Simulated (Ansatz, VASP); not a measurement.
**CdS in VASP and in Ansatz**

The input INCAR:

```
SYSTEM = CdS
PREC = Accurate
ENCUT = 500
EDIFF = 1E-7
ISMEAR = 0
SIGMA = 0.02
LREAL = .False.
LASPH = .True.
NELM = 120
ALGO = Normal
ISIF = 3
LWAVE = .False.
LCHARG = .False.
GGA = PE
IBRION = 2
NSW = 100
EDIFFG = -0.002
GGA_COMPAT = .False.
NELMIN = 4
```

File KPOINTS:

```
Automatic mesh
0
Gamma
  8 8 8
  0 0 0
```

File POSCAR:

```
CdS
1.0
    0.0000000000      2.9165000000      2.9165000000
    2.9165000000      0.0000000000      2.9165000000
    2.9165000000      2.9165000000      0.0000000000
Cd S
1 1
Direct
    0.0000000000      0.0000000000      0.0000000000
    0.2500000000      0.2500000000      0.2500000000
```

Input for Ansatz:

```yaml
crystal:
  lattice:
    - [0.0, 2.9165, 2.9165]
    - [2.9165, 0.0, 2.9165]
    - [2.9165, 2.9165, 0.0]
  atoms:
    - { symbol: Cd, position: [0.0, 0.0, 0.0] }
    - { symbol: S, position: [0.25, 0.25, 0.25] }
basis: {}
kpoints:
  mp_grid: { grid: [8, 8, 8] }
hamiltonian:
  xc: pbe
  pseudopotentials: { kind: nc }
scf:
  occupations: { method: gaussian, width: 0.02 }
output:
  forces: true
  stress: true
  eigenvalues: true
relax:
  adjacent_minimum: "off"
  f_tol: 0.002
  max_steps: 80
  cell: { stress_tol: 0.02 }
```

Alike in both runs: task relaxation of cell and atoms; functional PBE; k mesh 8 × 8 × 8; occupations gaussian, width 0.02 eV; no spin polarisation.

|  | VASP | Ansatz |
| --- | --- | --- |
| version | VASP 6.6.1 | Ansatz 0.2.0 |
| potentials or method | VASP PAW PBE potentials, release 64 (Cd, S) | scalar-relativistic, plane waves, norm-conserving pseudopotentials |
| plane-wave cutoff (eV) | 500 | 1071 |
| valence electrons in the cell | 18 | 26 |

Ansatz gave:

- gap on the k mesh at the Fermi level, each at its own relaxed structure (eV): 1.04
- relaxed volume (Å³/atom): 26.02
- relaxed cell length with the largest relative difference (Å): 4.191

Question: What did VASP give for the same quantities?

Answer: gap on the k mesh at the Fermi level, each at its own relaxed structure (eV): 1.03; relaxed volume (Å³/atom): 26.14; relaxed cell length with the largest relative difference (Å): 4.197.

VASP's potentials hold 18 valence electrons a cell and Ansatz's 26, so a difference there can come from the potentials and not from the codes.
